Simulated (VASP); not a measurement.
## FePb: single point with PBE

Crystal: FePb.

```xyz
2
Lattice="3.3986 0.0000 0.0000 0.0000 3.3986 0.0000 0.0000 0.0000 3.3986" Properties=species:S:1:pos:R:3 pbc="T T T"
Fe    0.0000    0.0000    0.0000
Pb    1.6993    1.6993    1.6993
```

```json
{"Program": "VASP 6.6.1", "Task": "single point", "Functional": "PBE", "Potentials or basis": "VASP PAW PBE potentials, release 64 (Fe, Pb_d)", "Cutoff": "520 eV", "k mesh": "12 × 12 × 12", "Occupations": "gaussian, width 0.1 eV", "Spin": "collinear spin, ferromagnetic start", "Starting moments": "[4.5, 0.0] μB", "Dipole correction": "no", "Further INCAR settings": "ALGO = Fast; EDIFF = 1e-06; NBANDS = 22"}
```

```json
{
 "Pressure": "-0.2 GPa",
 "Net moment": "2.56 μB per cell",
 "Site moments": "Fe +2.67; Pb -0.06 μB",
 "Valence electrons inside the program's atomic spheres": "Fe 6.83; Pb 12.08"
}
```

Levels at points of the mesh, in eV from the Fermi level:
Spin up:
| k point | band 10 | band 11 | band 12 | band 13 | band 14 | band 15 |
| --- | --- | --- | --- | --- | --- | --- |
| (0.00, 0.00, 0.00) | -2.12 | -2.12 | 2.40 | 2.40 | 2.40 | 4.28 |
| (0.50, 0.00, 0.00) | -2.69 | -2.16 | -1.63 | 6.20 | 6.20 | 7.16 |
| (0.50, 0.50, 0.00) | -2.32 | -2.32 | -1.80 | -1.35 | 0.73 | 7.22 |
| (0.50, 0.50, 0.50) | -1.79 | -1.79 | 1.66 | 1.66 | 1.66 | 2.58 |
Spin down:
| k point | band 8 | band 9 | band 10 | band 11 | band 12 | band 13 |
| --- | --- | --- | --- | --- | --- | --- |
| (0.00, 0.00, 0.00) | -0.83 | 0.46 | 0.46 | 0.46 | 2.44 | 2.44 |
| (0.50, 0.00, 0.00) | -0.77 | -0.52 | -0.52 | 0.41 | 0.80 | 6.61 |
| (0.50, 0.50, 0.00) | -3.40 | -1.15 | 0.15 | 0.15 | 0.74 | 1.08 |
| (0.50, 0.50, 0.50) | -2.92 | -2.92 | 0.77 | 0.77 | 2.73 | 2.73 |

Run time: 110 s on 1 thread of Oxide Virtual Turin-like Processor, with other jobs on the host, peak memory 0.22 GiB.

Caveat: spin-orbit coupling is left out, which moves the levels of the heavy elements.
